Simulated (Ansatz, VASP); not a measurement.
**One calculation of ScAl3, two programs**

```
Sc Al
1.0
     3.77690    0.00000    0.00000
     0.00000    3.77690    0.00000
     0.00000    0.00000    4.10533
Sc Al
1 3
Cartesian
  0.0000 0.0000 0.0000
  1.8885 0.0000 2.0527
  0.0000 1.8885 2.0527
  1.8885 1.8885 0.0000
```

Change from the starting cell: strain -0.080 along x and y, +0.000 along z, atoms carried along.

Alike in both runs: task single point; functional PBE; k mesh 12 × 12 × 12; occupations gaussian, width 0.15 eV; no spin polarisation.

|  | VASP | Ansatz |
| --- | --- | --- |
| version | VASP 6.6.1 | Ansatz 0.2.0 |
| potentials or method | VASP PAW PBE potentials, release 64 (Sc_sv, Al), cutoff 520 eV | scalar-relativistic, plane waves, PAW |
| valence electrons in the cell | 20 | 20 |

|  | VASP | Ansatz | Ansatz less VASP |
| --- | --- | --- | --- |
| gap on the k mesh at the Fermi level (eV) | none | none | - |
| pressure (GPa) | 21.0 | 20.8 | -0.12 |
| traceless stress, the component that is largest in VASP (GPa) | -11.93 | -11.91 | +0.019 |

A gap of «none» marks a metal or a gap that the smearing closes.
